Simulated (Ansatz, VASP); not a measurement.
## One calculation of Cd, two programs

The input INCAR:

```
PREC     = Accurate       # precision mode
ENCUT    = 500            # plane-wave cutoff, eV
EDIFF    = 1E-6           # SCF threshold, eV
ISMEAR   = 0              # smearing method
SIGMA    = 0.15           # smearing width, eV
LREAL    = F              # projectors in reciprocal space
LASPH    = T              # aspherical terms in the spheres
NELM     = 120            # most SCF steps
ALGO     = Normal         # electronic algorithm
ISIF     = 2              # what is computed and relaxed
LWAVE    = F              # write WAVECAR
LCHARG   = F              # write CHGCAR
GGA      = PE             # functional
NBANDS   = 19             # bands
GGA_COMPAT= F
```

Contents of KPOINTS:

```
regular mesh
0
Gamma
  18 18 8
```

File POSCAR:

```
Cd
1.0
    3.0533443208      0.0000000000      0.0000000000
   -1.5266721604      2.6442737483      0.0000000000
    0.0000000000      0.0000000000      5.6176500000
Cd
2
Direct
    0.3333333333      0.6666666667      0.2500000000
    0.6666666667      0.3333333333      0.7500000000
```

Input for Ansatz:

```yaml
crystal:
  lattice:
    - [3.0533443208, 0.0, 0.0]
    - [-1.5266721604, 2.6442737483, 0.0]
    - [0.0, 0.0, 5.61765]
  atoms:
    - { symbol: Cd, position: [0.3333333333, 0.6666666667, 0.25] }
    - { symbol: Cd, position: [0.6666666667, 0.3333333333, 0.75] }
basis:
  ecutwfc: 420
kpoints:
  mp_grid: { grid: [18, 18, 8] }
hamiltonian:
  xc: pbe
scf:
  occupations: { method: gaussian, width: 0.15 }
output:
  forces: true
  stress: true
  eigenvalues: true
```

Change from the starting cell: strain +0.025 along x and y, +0.000 along z, atoms carried along.

Alike in both runs: task single point; functional PBE; k mesh 18 × 18 × 8; occupations gaussian, width 0.15 eV; no spin polarisation.

|  | VASP | Ansatz |
| --- | --- | --- |
| version | VASP 6.6.1 | Ansatz 0.2.0 |
| potentials or method | VASP PAW PBE potentials, release 64 (Cd), cutoff 500 eV | scalar-relativistic, plane waves, PAW |
| valence electrons in the cell | 24 | 40 |

|  | VASP | Ansatz | Ansatz less VASP |
| --- | --- | --- | --- |
| gap on the k mesh at the Fermi level (eV) | none | none | - |
| pressure (GPa) | 0.4 | 0.1 | -0.26 |
| traceless stress, the component that is largest in VASP (GPa) | 0.23 | 0.33 | +0.099 |

A gap of «none» marks a metal or a gap that the smearing closes. The functional is the same, so the differences come from potentials, cutoffs and numerics. VASP's potentials hold 24 valence electrons a cell and Ansatz's 40, so a difference there can come from the potentials and not from the codes.
